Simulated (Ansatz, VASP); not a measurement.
## LiZnF3: VASP beside Ansatz

The input INCAR:

```
PREC = Accurate
ENCUT = 520
EDIFF = 1E-6
ISMEAR = 0
SIGMA = 0.1
LREAL = False
LASPH = True
NELM = 60
ALGO = Normal
ISIF = 2
LWAVE = False
LCHARG = False
GGA = PE
NBANDS = 47
```

KPOINTS

```
Automatic mesh
0
Gamma
  4 4 4
```

File POSCAR:

```
LiZnF3
1.0
   -2.6206924496      4.5391724736      0.0000000000
   -5.2413848991      0.0000000000      0.0000000000
   -2.6206924496      1.5130574912      4.7247999864
Li Zn F
2 2 6
Direct
    0.2500000000      0.2500000000      0.2500000000
    0.7500000000      0.7500000000      0.7500000000
    0.5000000000      0.5000000000      0.5000000000
    1.0000000000      1.0000000000      0.0000000000
    0.6038968179      0.8961031821      0.2500000000
    0.8961031821      0.2500000000      0.2500000000
    0.7500000000      0.3961031821      0.7500000000
    0.2500000000      0.6038968179      0.2500000000
    0.3961031821      0.1038968179      0.7500000000
    0.1038968179      0.7500000000      0.7500000000
```

Input for Ansatz:

```yaml
crystal:
  lattice:
    - [-2.6206924496, 4.5391724736, 0.0]
    - [-5.2413848991, 0.0, 0.0]
    - [-2.6206924496, 1.5130574912, 4.7247999864]
  atoms:
    - { symbol: Li, position: [0.25, 0.25, 0.25] }
    - { symbol: Li, position: [0.75, 0.75, 0.75] }
    - { symbol: Zn, position: [0.5, 0.5, 0.5] }
    - { symbol: Zn, position: [1.0, 1.0, 0.0] }
    - { symbol: F, position: [0.6038968179, 0.8961031821, 0.25] }
    - { symbol: F, position: [0.8961031821, 0.25, 0.25] }
    - { symbol: F, position: [0.75, 0.3961031821, 0.75] }
    - { symbol: F, position: [0.25, 0.6038968179, 0.25] }
    - { symbol: F, position: [0.3961031821, 0.1038968179, 0.75] }
    - { symbol: F, position: [0.1038968179, 0.75, 0.75] }
basis:
  ecutwfc: 420
kpoints:
  mp_grid: { grid: [4, 4, 4] }
hamiltonian:
  xc: pbe
scf:
  occupations: { method: gaussian, width: 0.1 }
  lower_state_search: "off"
output:
  forces: true
  stress: true
  eigenvalues: true
```

Alike in both runs: task single point; functional PBE; k mesh 4 × 4 × 4; occupations gaussian, width 0.1 eV; no spin polarisation.

|  | VASP | Ansatz |
| --- | --- | --- |
| version | VASP 6.6.1 | Ansatz 0.2.0 |
| potentials or method | VASP PAW PBE potentials, release 64 (Li_sv, Zn, F), cutoff 520 eV | scalar-relativistic, plane waves, PAW |
| valence electrons in the cell | 72 | 72 |

|  | VASP | Ansatz | Ansatz less VASP |
| --- | --- | --- | --- |
| gap on the k mesh at the Fermi level (eV) | 4.15 | 4.21 | +0.061 |
| least direct gap on the mesh (eV) | 4.15 | 4.21 | +0.061 |
| rms of the force components (eV/Å) | 0.008 | 0.000 | -0.0080 |

Atom by atom the forces differ by 0.008 eV/Å (rms over components).

Noted on VASP's run: the cutoff is short for stress, so the pressure is rough.
